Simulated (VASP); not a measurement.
Set up this calculation in VASP 6.6.1, as the native input.

| Item | Value |
| --- | --- |
| Task | single point |
| Functional | PBE |
| Potentials or basis | VASP PAW PBE potentials, release 64 (Be, C, O) |
| Cutoff | 520 eV |
| k mesh | 6 × 6 × 1 |
| Occupations | gaussian, width 0.1 eV |
| Spin | no spin polarisation |
| Dipole correction | yes |
| Further INCAR settings | LREAL = Auto; ALGO = Normal; EDIFF = 1e-06; NBANDS = 36 |

The structure of Be16CO lies in POSCAR:

```
Be16CO
1.0
    4.5254381410      0.0000000000      0.0000000000
   -2.2627190705      3.9191443934      0.0000000000
    0.0000000000      0.0000000000     23.4761687145
Be C O
16 1 1
Direct
    0.3333333333      0.1666666667      0.1703855535
    0.3333333333      0.6666666667      0.1703855535
    0.8333333333      0.1666666667      0.1703855535
    0.8333333333      0.6666666667      0.1703855535
    0.1666666667      0.3333333333      0.2463521558
    0.1666666667      0.8333333333      0.2463521558
    0.6666666667      0.3333333333      0.2463521558
    0.6666666667      0.8333333333      0.2463521558
    0.3333333333      0.1666666667      0.3241941575
    0.3333333333      0.6666666667      0.3241941575
    0.8333333333      0.1666666667      0.3241941575
    0.8333333333      0.6666666667      0.3241941575
    0.1666666667      0.3333333333      0.4036505628
    0.1666666667      0.8333333333      0.4036505628
    0.6666666667      0.3333333333      0.4036505628
    0.6666666667      0.8333333333      0.4036505628
    0.1666666667      0.3333333333      0.4641374343
    0.1666666667      0.3333333333      0.5135492448
```

These files were run (other wordings do the same):

INCAR

```
ALGO = Normal ; DIPOL = 0.5 0.5 0.309
EDIFF = 1E-6 ; ENCUT = 520
GGA = PE ; IDIPOL = 3
ISIF = 2 ; ISMEAR = 0
LASPH = True ; LCHARG = False
LDIPOL = True ; LREAL = Auto
LWAVE = False ; NBANDS = 36
NELM = 60 ; PREC = Accurate
SIGMA = 0.1
```

KPOINTS

```
k-points
0
Gamma
  6 6 1
```

Potentials or basis: VASP PAW PBE potentials, release 64 (Be, C, O).

Command:

```sh
$ cat potpaw_PBE.64/Be/POTCAR potpaw_PBE.64/C/POTCAR potpaw_PBE.64/O/POTCAR > POTCAR
$ mpirun -np 1 vasp_std > vasp.out
```

Results of the run:

- Largest force: 6.439 eV/Å
- Band gap on the k mesh: zero (band 21 reaches -1.16 eV, above the bottom of band 22 at -2.31 eV)

Run time: 4.3 min on 1 thread of AMD EPYC 9R45 (Zen 5) (shared host), peak memory 0.46 GiB.
